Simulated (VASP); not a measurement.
# TiW3 (Cmmm) in VASP: further runs

TiW3 is run at these levels: PBE; tasks: relaxation of cell and atoms, single point.

Everything below comes from runs of VASP 6.6.1. Logs are shortened: lines on timing, memory, paths and dates and some standing lists are left out, and cuts for length are marked.

### Step 1. The cell of the first run

The structure is orthorhombic, space group Cmmm (No. 65). The conventional cell has a = 3.198 Å, b = 4.523 Å, c = 8.962 Å, α = 90.00°, β = 90.00°, γ = 90.00°. Within 3.7 Å of Ti (site symmetry mmm) lie 6 Ti at 2.77 to 3.20 Å and 8 W at 2.77 to 3.20 Å. W (site symmetry mmm) has 14 W at 2.74 to 3.20 Å within 3.6 Å. Within 3.6 Å of W (site symmetry mm2) lie 10 W at 2.74 to 3.20 Å and 4 Ti at 2.77 to 3.20 Å.

### Step 2. Relaxation of cell and atoms, PBE

File INCAR:

```
SYSTEM = TiW3
  PREC = Accurate
  ENCUT = 600
  EDIFF = 1E-6
  ISMEAR = 0
  SIGMA = 0.1
  LREAL = .FALSE.
  LASPH = .TRUE.
  NELM = 80
  ALGO = Normal
  ISIF = 3
  LWAVE = .FALSE.
  LCHARG = .FALSE.
  GGA = PE
  IBRION = 2
  NSW = 90
  EDIFFG = -0.04
```

File KPOINTS:

```
Automatic mesh
0
G
  6 6 2
  0 0 0
```

File POSCAR:

```
TiW3
1.0
    1.5989067490     -2.2612694381      0.0000000000
    1.5989067490      2.2612694381      0.0000000000
    0.0000000000      0.0000000000      8.9616095649
Ti W
1 3
Direct
    0.5000000000      0.5000000000      0.5000000000
    0.5000000000      0.5000000000      0.0000000000
    0.0000000000      0.0000000000      0.2476248358
    0.0000000000      0.0000000000      0.7523751642
```

Potentials or basis: VASP PAW PBE potentials, release 64 (Ti_sv, W_sv).

On the command line:

```bash
$ cat potpaw_PBE.64/Ti_sv/POTCAR potpaw_PBE.64/W_sv/POTCAR > POTCAR
$ mpirun -np 1 vasp_std > vasp.out
```

OUTCAR:

```text
SYSTEM = TiW3
   PREC = Accurate
   ENCUT = 600
   EDIFF = 1E-6
   ISMEAR = 0
   LREAL = .FALSE.
   LASPH = .TRUE.
   NELM = 80
   ISIF = 3
   GGA = PE
   IBRION = 2
   NSW = 90
   EDIFFG = -0.04

 ion  position               nearest neighbor table
   1  0.500  0.500  0.500-   3 2.77   4 2.77   3 2.77   4 2.77   3 3.20   4 3.20   3 3.20   4 3.20

   2  0.500  0.500  0.000-   3 2.74   4 2.74   3 2.74   4 2.74   3 3.17   4 3.17   3 3.17   4 3.17

   3  0.000  0.000  0.248-   2 2.74   2 2.74   1 2.77   1 2.77   2 3.17   2 3.17   1 3.20   1 3.20

   4  0.000  0.000  0.752-   2 2.74   2 2.74   1 2.77   1 2.77   2 3.17   2 3.17   1 3.20   1 3.20

  LATTYP: Found a base centered orthorhombic cell.
 ALAT       =     3.1978134980
 B/A-ratio  =     1.4142597369
 C/A-ratio  =     2.8024178303

  Lattice vectors:

 A1 = (   1.5989067490,  -2.2612694381,   0.0000000000)
 A2 = (   1.5989067490,   2.2612694381,   0.0000000000)
 A3 = (   0.0000000000,   0.0000000000,   8.9616095649)

Analysis of symmetry for initial positions (statically):
=====================================================================
 Subroutine PRICEL returns:
 Original cell was already a primitive cell.

 Routine SETGRP: Setting up the symmetry group for a
 base centered orthorhombic supercell.

 Subroutine GETGRP returns: Found  8 space group operations
 (whereof  8 operations were pure point group operations)
 out of a pool of  8 trial point group operations.

The static configuration has the point symmetry D_2h.

Analysis of symmetry for dynamics (positions and initial velocities):
=====================================================================
 Subroutine PRICEL returns:
 Original cell was already a primitive cell.

 Routine SETGRP: Setting up the symmetry group for a
 base centered orthorhombic supercell.

 Subroutine GETGRP returns: Found  8 space group operations
 (whereof  8 operations were pure point group operations)
 out of a pool of  8 trial point group operations.

The dynamic configuration has the point symmetry D_2h.

 Subroutine INISYM returns: Found  8 space group operations
 (whereof  8 operations are pure point group operations),
 and found     1 'primitive' translations

----------------------------------------------------------------------------------------

[... 103 lines left out ...]
   ISYM   =      2    0-nonsym 1-usesym 2-fastsym
   POTIM  = 0.5000    time-step for ionic-motion
   TEBEG  =    0.0;   TEEND  =   0.0 temperature during run
   PSTRESS=    0.0 pullay stress
   NELECT =      54.0000    total number of electrons
   NUPDOWN=      -1.0000    fix difference up-down
   EMIN   =  10.00;   EMAX   =-10.00  energy-range for DOS
   EFERMI =   0.00;   METHOD = LEGACY
   ISMEAR =     0;   SIGMA  =   0.10  broadening in eV -4-tet -1-fermi 0-gaus
   EFERMI_NEDOS =   21; number of points for ismear=-14 and -15
   IALGO  =     38    algorithm
   IMIX   =      4    mixing-type and parameters
     AMIX     =   0.40;   BMIX     =  1.00
     AMIX_MAG =   1.60;   BMIX_MAG =  1.00
  volume/ion in A,a.u.               =      16.20       109.33
  Fermi-wavevector in a.u.,A,eV,Ry     =   1.540549  2.911216 32.290599  2.373292
  Thomas-Fermi vector in A             =   2.646621
   LORBIT       =      0    0 simple, 1 ext, 2 COOP (PROOUT), +10 PAW based schemes
   GGA     = PE    functional components
   LHFCALC =     F    Hartree Fock is set to
   AEXX    =    0.0000 exact exchange contribution
   IVDW    =     0    specifies the selected vdW correction
   LEPSILON=     F    determine dielectric tensor
   LRPA    =     F    only Hartree local field effects (RPA)
 conjugate gradient relaxation of ions
 non-spin polarized calculation
 Gauss-broadening in eV      SIGMA  =   0.10
  energy-cutoff  :      600.00
  volume of cell :       64.80
 maximum number of plane-waves:      2192
 NGX is ok and might be reduce to    24
   NGX = 11   NGY = 11   NGZ = 35

--------------------------------------- Ionic step        1  -------------------------------------------

 number of electron      53.9999997 magnetization

 Free energy of the ion-electron system (eV)
  ---------------------------------------------------
  ext. energy  EPLUGINS =         0.00000000
  ---------------------------------------------------
  free energy    TOTEN  =       -46.88143397 eV

  energy without entropy =      -46.86524292  energy(sigma->0) =      -46.87333845

------------------------ aborting loop because EDIFF is reached ----------------------------------------

  FORCE on cell =-STRESS in cart. coord.  units (eV):
  Direction    XX          YY          ZZ          XY          YZ          ZX
  --------------------------------------------------------------------------------------
  -------------------------------------------------------------------------------------
  Total       -0.0999013      0.1370159      0.2633170      0.0000000      0.0000000      0.0000000
  in kB       -2.4699608      3.3875836      6.5102558      0.0000000      0.0000000      0.0000000
  external PRESSURE =       2.4759595 kB  Pullay stress =       0.0000000 kB
[... 139 lines left out ...]
--------------------------------------- Ionic step        5  -------------------------------------------

 number of electron      53.9999996 magnetization

 Free energy of the ion-electron system (eV)
  ---------------------------------------------------
  ext. energy  EPLUGINS =         0.00000000
  ---------------------------------------------------
  free energy    TOTEN  =       -46.88349346 eV

  energy without entropy =      -46.86708820  energy(sigma->0) =      -46.87529083

 E-fermi :  10.1000     XC(G=0): -13.1057

 val. band max:       10.0960165162   @ k =   0.3333   0.3333   0.5000
 cond. band min:      10.1244090623   @ k =   0.5000   0.5000   0.0000
 fundamental gap:      0.0283925460
 Fermi energy:        10.0999909978

 k-point     1 :       0.0000    0.0000    0.0000
  band No.  band energies     occupation
      1     -63.6773      2.00000
      2     -63.4392      2.00000
      3     -63.4301      2.00000
      4     -46.2123      2.00000
      5     -28.2682      2.00000
      6     -27.6991      2.00000
[... 829 lines left out ...]
     31      12.4338      0.00000
     32      12.6432      0.00000

 [... further k-points ...]

------------------------ aborting loop because EDIFF is reached ----------------------------------------

  FORCE on cell =-STRESS in cart. coord.  units (eV):
  Direction    XX          YY          ZZ          XY          YZ          ZX
  --------------------------------------------------------------------------------------
  -------------------------------------------------------------------------------------
  Total        0.0797755     -0.0100366     -0.0448087      0.0000000      0.0000000      0.0000000
  in kB        1.9722522     -0.2481303     -1.1077836      0.0000000      0.0000000      0.0000000
  external PRESSURE =       0.2054461 kB  Pullay stress =       0.0000000 kB
[... 19 lines left out ...]
  FREE ENERGIE OF THE ION-ELECTRON SYSTEM (eV)
  ---------------------------------------------------
  free  energy   TOTEN  =       -46.8834934637 eV

  energy  without entropy=      -46.8670882029  energy(sigma->0) =      -46.87529083

 reached required accuracy - stopping structural energy minimisation
```

OSZICAR:

```text
N       E                     dE             d eps       ncg     rms          rms(c)
DAV:   1     0.753306872193E+03    0.75331E+03   -0.34129E+04  1664   0.224E+03
DAV:   2     0.756057584959E+01   -0.74575E+03   -0.73699E+03  1688   0.667E+02
DAV:   3    -0.468146471015E+02   -0.54375E+02   -0.53233E+02  2584   0.155E+02
[... 48 lines left out ...]
DAV:   5    -0.468835156226E+02   -0.59390E-05   -0.79575E-04  2536   0.139E-01    0.615E-02
DAV:   6    -0.468834901737E+02    0.25449E-04   -0.27244E-04  2400   0.866E-02    0.286E-02
DAV:   7    -0.468834949607E+02   -0.47869E-05   -0.70217E-05  2288   0.667E-02    0.211E-02
DAV:   8    -0.468834933441E+02    0.16166E-05   -0.27557E-05  2256   0.344E-02    0.424E-03
DAV:   9    -0.468834934637E+02   -0.11962E-06   -0.86330E-07  1192   0.742E-03
   5 F= -.46883493E+02 E0= -.46875291E+02  d E =-.493752E-03
```

It took 4.1 min on 1 thread of Intel Xeon Platinum 8488C (Sapphire Rapids), shared host; peak memory 0.24 GiB.

What came out:

| Property | Result |
| --- | --- |
| Free energy | -46.8835 eV |
| Energy gained by relaxing | 0.5 meV/atom |
| Ionic steps | 5 |
| Pressure after relaxing | 0.0 GPa |
| Largest force after relaxing | 0.017 eV/Å |
| Band gap on the k mesh | zero (band 27 reaches 11.65 eV, above the bottom of band 28 at 9.56 eV) |

Forces on the atoms (eV/Å):
```
Ti   0.000  0.000  0.000
W    0.000  0.000  0.000
W    0.000  0.000  0.017
W    0.000  0.000 -0.017
```

Step by step:
```csv
step,energy change (eV),largest force (eV/Å),pressure (GPa),volume (Å³)
1,0.0000,0.1732,0.25,64.80
2,-0.0014,0.0163,-0.84,65.04
3,-0.0016,0.0509,-0.61,64.98
4,-0.0012,0.0295,0.87,64.57
5,-0.0021,0.0165,0.02,64.81
```

Final structure:
```
Ti W
1.0
     1.59501   -2.26219    0.00000
     1.59501    2.26219    0.00000
     0.00000    0.00000    8.98039
Ti W
1 3
Direct
  0.50000 0.50000 0.50000
  0.50000 0.50000 0.00000
  0.00000 0.00000 0.24869
  0.00000 0.00000 0.75131
```

Caveat: the k points lie up to 0.40 Å⁻¹ apart in the final cell; spin-orbit coupling is left out, which moves the levels of the heavy elements.

### Step 3. Single point, PBE, collinear spin, ferromagnetic start

File INCAR:

```
PREC = Accurate
ENCUT = 520
EDIFF = 1E-6
ISMEAR = 0
SIGMA = 0.1
LREAL = False
LASPH = True
NELM = 150
ALGO = Normal
ISIF = 2
LWAVE = False
LCHARG = False
ISPIN = 2
MAGMOM = 1 0 0 0
LORBIT = 11
LMAXMIX = 4
GGA = PE
NBANDS = 39
```

File KPOINTS:

```
Automatic mesh
0
Gamma
  6 6 2
```

File POSCAR:

```
TiW3
1.0
    1.5957858121     -2.2611599394      0.0000000000
    1.5957858121      2.2611599394      0.0000000000
    0.0000000000      0.0000000000      8.9696641857
Ti W
1 3
Direct
    0.5000000000      0.5000000000      0.5000000000
    0.5000000000      0.5000000000      0.0000000000
    0.0000000000      0.0000000000      0.2487705628
    0.0000000000      0.0000000000      0.7512294372
```

Potentials or basis: VASP PAW PBE potentials, release 64 (Ti_sv, W_sv).

On the command line:

```bash
$ cat potpaw_PBE.64/Ti_sv/POTCAR potpaw_PBE.64/W_sv/POTCAR > POTCAR
$ mpirun -np 1 vasp_std > vasp.out
```

OUTCAR:

```text
PREC = Accurate
   ENCUT = 520
   EDIFF = 1E-6
   ISMEAR = 0
   LREAL = False
   LASPH = True
   NELM = 150
   ISIF = 2
   ISPIN = 2
   LORBIT = 11
   GGA = PE

 ion  position               nearest neighbor table
   1  0.500  0.500  0.500-   3 2.76   4 2.76   3 2.76   4 2.76   3 3.19   4 3.19   3 3.19   4 3.19

   2  0.500  0.500  0.000-   3 2.74   4 2.74   3 2.74   4 2.74   3 3.18   4 3.18   3 3.18   4 3.18

   3  0.000  0.000  0.249-   2 2.74   2 2.74   1 2.76   1 2.76   2 3.18   2 3.18   1 3.19   1 3.19

[... 2251 lines left out ...]
      direct lattice vectors                 reciprocal lattice vectors
     1.595785812 -2.261159939  0.000000000     0.313325257 -0.221125446  0.000000000
     1.595785812  2.261159939  0.000000000     0.313325257  0.221125446  0.000000000
     0.000000000  0.000000000  8.969664186     0.000000000  0.000000000  0.111486894

 POSITION                                       TOTAL-FORCE (eV/Angst)
 -----------------------------------------------------------------------------------
      1.59579      0.00000      4.48483         0.000000      0.000000      0.000000
      1.59579      0.00000      0.00000         0.000000     -0.000000      0.000000
      0.00000      0.00000      2.23139        -0.000000      0.000000      0.015282
      0.00000      0.00000      6.73828        -0.000000      0.000000     -0.015282
 -----------------------------------------------------------------------------------
    total drift:                                0.000000     -0.000000     -0.000000

  FREE ENERGIE OF THE ION-ELECTRON SYSTEM (eV)
  ---------------------------------------------------
  free  energy   TOTEN  =       -46.8830841910 eV

  energy  without entropy=      -46.8670540785  energy(sigma->0) =      -46.87506913

 total charge

# of ion       s       p       d       tot
------------------------------------------
    1        2.239   6.184   1.901  10.323
    2        2.401   6.321   3.345  12.067
    3        2.408   6.302   3.331  12.041
    4        2.408   6.302   3.331  12.041
--------------------------------------------------
tot          9.455  25.108  11.909  46.471

 magnetization (x)

# of ion       s       p       d       tot
------------------------------------------
    1        0.000   0.000   0.000   0.000
    2        0.000   0.000   0.000   0.000
    3       -0.000   0.000  -0.000  -0.000
    4       -0.000   0.000  -0.000  -0.000
--------------------------------------------------
tot          0.000   0.000   0.000   0.000
```

stdout:

```text
POSCAR found type information on POSCAR TiW
 POSCAR found :  2 types and       4 ions
 scaLAPACK will be used
 LDA part: xc-table for (Slater+PW92), standard interpolation
 POSCAR, INCAR and KPOINTS ok, starting setup
 FFT: planning ... GRIDC
 FFT: planning ... GRID_SOFT
 FFT: planning ... GRID
 WAVECAR not read
 entering main loop
```

It took 2.5 min on 1 thread of Intel Xeon Platinum 8488C (Sapphire Rapids), shared host; peak memory 0.28 GiB.

What came out:

| Item | Value |
| --- | --- |
| Free energy | -46.8831 eV |
| Pressure | 0.3 GPa |
| Largest force | 0.015 eV/Å |
| Band gap on the k mesh | zero (filled and empty bands overlap) |
| Net moment | 0.00 μB per cell |
| Valence electrons inside the program's atomic spheres | Ti 10.32; W 12.07, 12.04 |

Forces in eV/Å, atoms in the order of the input:
```
Ti   0.000  0.000  0.000
W    0.000  0.000  0.000
W    0.000  0.000  0.015
W    0.000  0.000 -0.015
```

Caveat: the k points lie up to 0.40 Å⁻¹ apart; spin-orbit coupling is left out, which moves the levels of the heavy elements.
